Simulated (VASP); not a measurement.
Runs of VASP 6.6.1 on HfB2. The structure is that of space group P6/mmm (No. 191), or close to it. The cells are those of the table. 

```csv
cell,gap on the mesh (eV),pressure (GPa)
"a = 3.098, b = 3.098, c = 3.433 Å, angles 90.0, 90.0, 120.0°, 3 atoms",none,6.5
"a = 3.054, b = 3.054, c = 3.385 Å, angles 90.0, 90.0, 120.0°, 3 atoms",none,19.9
"a = 3.222, b = 3.222, c = 3.570 Å, angles 90.0, 90.0, 120.0°, 3 atoms",none,-20.9
"a = 3.140, b = 3.140, c = 3.480 Å, angles 90.0, 90.0, 120.0°, 3 atoms",none,(b)
"a = 3.181, b = 3.181, c = 3.526 Å, angles 90.0, 90.0, 120.0°, 3 atoms",none,(a)
```

Alike in all rows: task single point; level PBEsol; potentials or basis VASP PAW PBE potentials, release 64 (Hf_pv, B); no spin polarisation; k mesh 11 × 11 × 8; cutoff (eV) 520; smearing fermi-dirac 0.05 eV.

Q: Fill in the values left out.

A: (a) -13.5; (b) -4.5.

Caveats: the PAW data sets were made with another functional, which shifts forces and pressure a little; spin-orbit coupling is left out, which moves the levels of the heavy elements.

A k mesh can miss the band edges, and the runs leave out spin-orbit coupling on Hf.

A gap of «none» marks levels without a gap at the run's occupations.
